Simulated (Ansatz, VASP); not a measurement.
# One calculation of HfN, two programs

```
Hf N
1.0
     0.00000    2.20352    2.20352
     2.20352    0.00000    2.20352
     2.20352    2.20352    0.00000
Hf N
1 1
Direct
  0.00000 0.00000 0.00000
  0.50000 0.50000 0.50000
```

Alike in both runs: task single point; functional PBE; k mesh 16 × 16 × 16; occupations gaussian, width 0.1 eV; no spin polarisation.

```csv
,VASP,Ansatz
version,VASP 6.6.1,Ansatz 0.2.0
potentials or method,"VASP PAW PBE potentials, release 64 (Hf_pv, N), cutoff 520 eV","scalar-relativistic, plane waves, PAW"
valence electrons in the cell,15,31
```

|  | VASP | Ansatz | Ansatz less VASP |
| --- | --- | --- | --- |
| gap on the k mesh at the Fermi level (eV) | none | none | - |
| pressure (GPa) | 27.8 | 30.4 | +2.55 |

A gap of «none» marks a metal or a gap that the smearing closes. The functional is the same, so the differences come from potentials, cutoffs and numerics. VASP's potentials hold 15 valence electrons a cell and Ansatz's 31, so a difference there can come from the potentials and not from the codes.

Spin-orbit coupling is off throughout.
